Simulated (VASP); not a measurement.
A run of VASP 6.6.1:

Contents of INCAR:

```
ALGO = Normal
EDIFF = 1E-7
ENCUT = 520
GGA = PE
ISIF = 2
ISMEAR = 0
LASPH = T
LCHARG = T
LELF = T
LREAL = F
LVHAR = T
LWAVE = F
NBANDS = 50
NELM = 80
PREC = Accurate
SIGMA = 0.1
```

The input KPOINTS:

```
k-points
0
Gamma
  3 3 3
```

POSCAR

```
SnPHO3
1.0
    4.7234500000      0.0000000000      4.0627290000
    3.5789170000     -6.2450600000      0.0000000000
    2.4343840000      0.0000000000     -4.0627290000
Sn P O H
2 2 6 2
Direct
    0.7484401346      0.2741070542      0.8294135395
    0.0311241107      0.7275251159      0.5968778196
    0.3663045061      0.2734889657      0.2518878172
    0.6387591280      0.7222314918      0.0359337857
    0.6129721165      0.1489836767      0.1934939775
    0.7641907793      0.8330975203      0.8360604512
    0.1472102047      0.4294576834      0.9918688074
    0.5782885184      0.5739227485      0.8949726979
    0.4104304659      0.3984309198      0.4757577373
    0.7922640712      0.6118126968      0.3727544264
    0.3369134701      0.1029288750      0.4205158960
    0.4153670303      0.9045171704      0.0107225167
```

Potentials or basis: VASP PAW PBE potentials, release 64 (Sn_d, P, O, H).

Command:

```bash
$ cat potpaw_PBE.64/Sn_d/POTCAR potpaw_PBE.64/P/POTCAR potpaw_PBE.64/O/POTCAR potpaw_PBE.64/H/POTCAR > POTCAR
$ mpirun -np 1 vasp_std > vasp.out
```

Hardware: 1 thread of AMD EPYC 7R13 Processor (Zen 3), on a shared host.

Task: Estimate the wall time of this run.

Result: Run time: 2.5 min on 1 thread of AMD EPYC 7R13 Processor (Zen 3) (shared host), peak memory 0.32 GiB. Counts: scf iterations 18, k points 14.
